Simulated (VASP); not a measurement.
Wanted: the native input for a VASP 6.6.1 run.

```
Task                   : relaxation of cell and atoms
Functional             : PBE
Potentials or basis    : VASP PAW PBE potentials, release 64 (La, O)
Cutoff                 : 600 eV
k mesh                 : 6 × 6 × 8
Occupations            : gaussian, width 0.02 eV
Spin                   : no spin polarisation
Dipole correction      : no
Further INCAR settings : ALGO = Normal; EDIFF = 1e-06; IBRION = 2; EDIFFG = -0.01; NSW = 100; ISIF = 3
```

The structure of La2O3 lies in POSCAR:

```
La2O3
1.0
    6.2667802800      0.0000000000      0.0000000000
   -3.1333901400      5.4271909200      0.0000000000
    0.0000000000      0.0000000000      3.2997660600
La O
2 3
Direct
    0.3333333300      0.6666666700      0.5000000000
    0.6666666700      0.3333333300      0.5000000000
    0.4919859900      0.4919859900      0.0000000000
    0.0000000000      0.5080140100      0.0000000000
    0.5080140100      0.0000000000      0.0000000000
```

One way to write it, as run:

INCAR

```
PREC = Accurate ; ENCUT = 600
EDIFF = 1E-6 ; ISMEAR = 0
SIGMA = 0.02 ; LREAL = False
LASPH = True ; NELM = 60
ALGO = Normal ; ISIF = 3
LWAVE = False ; LCHARG = False
GGA = PE ; IBRION = 2
NSW = 100 ; EDIFFG = -0.01
```

KPOINTS

```
Automatic mesh
0
Gamma
  6 6 8
```

Potentials or basis: VASP PAW PBE potentials, release 64 (La, O).

Run with:

```bash
$ cat potpaw_PBE.64/La/POTCAR potpaw_PBE.64/O/POTCAR > POTCAR
$ mpirun -np 1 vasp_std > vasp.out
```

It gave:

| Item | Value |
| --- | --- |
| Relaxed volume | 23.04 Å³/atom |
| Relaxed cell | a = 6.364 Å, b = 6.364 Å, c = 3.284 Å, α = 90.00°, β = 90.00°, γ = 120.00° |
| Space group after relaxing (to 0.1 Å) | P6/mmm (No. 191) |
| Energy gained by relaxing | 6.3 meV/atom |
| Ionic steps | 13 |
| Pressure after relaxing | 0.0 GPa |
| Band gap on the k mesh | 1.62 eV (least direct gap 2.07 eV) |

Caveat: spin-orbit coupling is left out, which moves the levels of the heavy elements.

Wall time 11 min on 1 thread of Intel(R) Xeon(R) 6975P-C (Granite Rapids) (shared host), peak memory 0.35 GiB.
